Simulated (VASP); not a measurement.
# Mo (Im-3m) in VASP: a series of runs, part 2 of 2

VASP 6.6.1. The steps go on from the part before.

### 5 Single point, RPBE (volume scaled by 0.92)

Contents of INCAR:

```
SYSTEM = Mo
ALGO = Normal
EDIFF = 1E-6
ENCUT = 520
GGA = RP
ISIF = 2
ISMEAR = -1
LASPH = .True.
LCHARG = .True.
LELF = .True.
LREAL = .False.
LVHAR = .True.
LWAVE = .False.
NBANDS = 13
NELM = 80
PREC = Accurate
SIGMA = 0.1
```

Contents of KPOINTS:

```
k-points
0
Gamma
  23 23 23
  0 0 0
```

Contents of POSCAR:

```
Mo
1.0
   -1.5449494000      1.5449494000      1.5449494000
    1.5449494000     -1.5449494000      1.5449494000
    1.5449494000      1.5449494000     -1.5449494000
Mo
1
Direct
    0.0000000000      0.0000000000      0.0000000000
```

Potentials or basis: VASP PAW PBE potentials, release 64 (Mo_sv).

Launch:

```sh
cat potpaw_PBE.64/Mo_sv/POTCAR > POTCAR
mpirun -np 1 vasp_std > vasp.out
```

OUTCAR:

```text
SYSTEM = Mo
   EDIFF = 1E-6
   ENCUT = 520
   GGA = RP
   ISIF = 2
   ISMEAR = -1
   LASPH = .True.
   LREAL = .False.
   NELM = 80
   PREC = Accurate

 ion  position               nearest neighbor table
   1  0.000  0.000  0.000-

  LATTYP: Found a body centered cubic cell.
 ALAT       =     3.0898988000

  Lattice vectors:

 A1 = (  -1.5449494000,   1.5449494000,   1.5449494000)
 A2 = (   1.5449494000,  -1.5449494000,   1.5449494000)
 A3 = (   1.5449494000,   1.5449494000,  -1.5449494000)

Analysis of symmetry for initial positions (statically):
=====================================================================
 Subroutine PRICEL returns:
 Original cell was already a primitive cell.

 Routine SETGRP: Setting up the symmetry group for a
 body centered cubic supercell.

 Subroutine GETGRP returns: Found 48 space group operations
[... 9 lines left out ...]

 Routine SETGRP: Setting up the symmetry group for a
 body centered cubic supercell.

 Subroutine GETGRP returns: Found 48 space group operations
[... 11 lines left out ...]
                                     Primitive cell

  volume of cell :      14.7504
[... 135 lines left out ...]

 val. band max:       13.6101637093   @ k =  -0.2174   0.2609   0.0870
 cond. band min:      13.6503361151   @ k =  -0.3478   0.3478   0.2174
 fundamental gap:      0.0401724058
 Fermi energy:        13.6315591078

 k-point     1 :       0.0000    0.0000    0.0000
  band No.  band energies     occupation
      1     -47.6901      2.00000
      2     -20.8094      2.00000
      3     -20.8094      2.00000
      4     -20.8094      2.00000
      5       6.2220      2.00000
      6      12.1392      2.00000
      7      12.1392      2.00000
      8      12.1392      2.00000
      9      15.3917      0.00000
     10      15.3917      0.00000
     11      28.5258      0.00000
     12      28.5258      0.00000
     13      28.5258      0.00000
[... 354 lines left out ...]
  band No.  band energies     occupation
      1     -47.6223      2.00000
      2     -21.1792      2.00000
      3     -20.8943      2.00000
      4     -20.8423      2.00000
      5       7.2136      2.00000
      6      11.6871      2.00000
      7      11.8143      2.00000
      8      13.2097      1.97099
      9      14.7067      0.00004
     10      15.5034      0.00000
     11      29.2876      0.00000
     12      30.0553      0.00000
     13      30.2775      0.00000

 [... further k-points ...]
[... 5 lines left out ...]
  --------------------------------------------------------------------------------------
  -------------------------------------------------------------------------------------
  Total        2.2852450      2.2852450      2.2852450      0.0000000     -0.0000000      0.0000000
  in kB      248.2221755    248.2221755    248.2221755      0.0000000     -0.0000000      0.0000000
  external PRESSURE =     248.2221755 kB  Pullay stress =       0.0000000 kB

 VOLUME and BASIS-vectors are now :
 -----------------------------------------------------------------------------
  energy-cutoff  :      520.00
  volume of cell :       14.75
      direct lattice vectors                 reciprocal lattice vectors
    -1.544949400  1.544949400  1.544949400     0.000000000  0.323635195  0.323635195
     1.544949400 -1.544949400  1.544949400     0.323635195  0.000000000  0.323635195
     1.544949400  1.544949400 -1.544949400     0.323635195  0.323635195  0.000000000

 POSITION                                       TOTAL-FORCE (eV/Angst)
 -----------------------------------------------------------------------------------
      0.00000      0.00000      0.00000         0.000000      0.000000     -0.000000
 -----------------------------------------------------------------------------------
    total drift:                                0.000000     -0.000000      0.000000

  FREE ENERGIE OF THE ION-ELECTRON SYSTEM (eV)
  ---------------------------------------------------
  free  energy   TOTEN  =       -10.2794104391 eV

  energy  without entropy=      -10.2602838593  energy(sigma->0) =      -10.26984715
```

stdout:

```text
POSCAR found type information on POSCAR Mo
 POSCAR found :  1 types and       1 ions
 scaLAPACK will be used
 -----------------------------------------------------------------------------
|                                                                             |
|                                                                             |
|     You enforced a specific xc type in the INCAR file but a different       |
|     I HOPE YOU KNOW WHAT YOU ARE DOING!                                     |
|                                                                             |
 -----------------------------------------------------------------------------

 LDA part: xc-table for (Slater+PW92), standard interpolation
 POSCAR, INCAR and KPOINTS ok, starting setup
 FFT: planning ... GRIDC
 FFT: planning ... GRID_SOFT
 FFT: planning ... GRID
 WAVECAR not read
 entering main loop
```

Wall time 39 s (1 thread of Intel Xeon 6975P-C (Granite Rapids), shared host); peak memory 0.17 GiB.

Results:

```
Free energy            : -10.2794 eV
Pressure               : 24.8 GPa
Band gap on the k mesh : zero (band 7 reaches 17.79 eV, above the bottom of band 8 at 12.14 eV)
```

Caveat: the PAW data sets were made with another functional, which shifts forces and pressure a little.

### 6 Single point, RPBE (volume scaled by 0.96)

Contents of INCAR:

```
PREC     = Accurate       # precision mode
ENCUT    = 520            # plane-wave cutoff, eV
EDIFF    = 1E-6           # SCF threshold, eV
ISMEAR   = -1             # smearing method
SIGMA    = 0.1            # smearing width, eV
LREAL    = F              # projectors in reciprocal space
LASPH    = T              # aspherical terms in the spheres
NELM     = 100            # most SCF steps
ALGO     = Normal         # electronic algorithm
ISIF     = 2              # what is computed and relaxed
LWAVE    = F              # write WAVECAR
LCHARG   = F              # write CHGCAR
GGA      = RP             # functional
NBANDS   = 13             # bands
```

Contents of KPOINTS:

```
regular mesh
0
Gamma
  23 23 23
```

Contents of POSCAR:

```
Mo
1.0
   -1.5670230880      1.5670230880      1.5670230880
    1.5670230880     -1.5670230880      1.5670230880
    1.5670230880      1.5670230880     -1.5670230880
Mo
1
Direct
    0.0000000000      0.0000000000      0.0000000000
```

Potentials or basis: VASP PAW PBE potentials, release 64 (Mo_sv).

Launch:

```sh
cat potpaw_PBE.64/Mo_sv/POTCAR > POTCAR
mpirun -np 1 vasp_std > vasp.out
```

It took 36 s on 1 thread of Intel Xeon 6975P-C (Granite Rapids), shared host; peak memory 0.18 GiB.

Results (log left out):

- Free energy: -10.3508 eV
- Pressure: 11.2 GPa
- Band gap on the k mesh: zero (band 7 reaches 16.84 eV, above the bottom of band 8 at 11.52 eV)

Levels at points of the mesh, in eV from the Fermi level:
```csv
k point,band 4,band 5,band 6,band 7,band 8,band 9,band 10,band 11
"(0.00, 0.00, 0.00)",-34.53,-7.27,-1.39,-1.39,-1.39,1.69,1.69,14.85
```

Caveat: the PAW data sets were made with another functional, which shifts forces and pressure a little.

### 7 Overview

```tsv
task	cell	k mesh	cutoff (eV)	gap on the mesh (eV)	pressure (GPa)
single point	a = 2.751 Å, angles 109.5°, 1 atom	14 × 14 × 14	520	none	0.5
relaxation of cell and atoms	relaxed from a = 2.726 Å, angles 109.5°, 1 atom	14 × 14 × 14	600	none	0.0
single point	a = 2.637 Å, angles 109.5°, 1 atom	23 × 23 × 23	520	none	41.6
single point	a = 2.676 Å, angles 109.5°, 1 atom	23 × 23 × 23	520	none	24.8
single point	a = 2.714 Å, angles 109.5°, 1 atom	23 × 23 × 23	520	none	11.2
```

Alike in all rows: level RPBE; potentials or basis VASP PAW PBE potentials, release 64 (Mo_sv); no spin polarisation; smearing fermi-dirac 0.1 eV.

Caveats: the PAW data sets were made with another functional, which shifts forces and pressure a little.

Absolute energies hang on the potentials; compare differences alone.
